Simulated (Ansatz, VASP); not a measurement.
## CsSnI3: VASP beside Ansatz

```
Cs Sn I
1.0
     6.23446    0.00000    0.00000
     0.00000    6.23446    0.00000
     0.00000    0.00000    6.23446
Cs Sn I
1 1 3
Direct
  0.00000 0.00000 0.00000
  0.50000 0.50000 0.50000
  0.50000 0.50000 0.00000
  0.50000 0.00000 0.50000
  0.00000 0.50000 0.50000
```

Alike in both runs: task single point; functional PBE; k mesh 4 × 4 × 4; no spin polarisation.

```csv
,VASP,Ansatz
version,VASP 6.6.1,Ansatz 0.2.0
potentials or method,"VASP PAW PBE potentials, release 64 (Cs_sv, Sn_d, I)","plane waves, PAW"
plane-wave cutoff (eV),520,420
occupations,"gaussian, width 0.01 eV",fixed
valence electrons in the cell,44,74
```

|  | VASP | Ansatz | Ansatz less VASP |
| --- | --- | --- | --- |
| gap on the k mesh at the Fermi level (eV) | 0.36 | 0.37 | +0.006 |
| pressure (GPa) | 0.5 | 0.6 | 0.00 |

VASP's potentials hold 44 valence electrons a cell and Ansatz's 74, so a difference there can come from the potentials and not from the codes.

Spin-orbit coupling is off throughout.
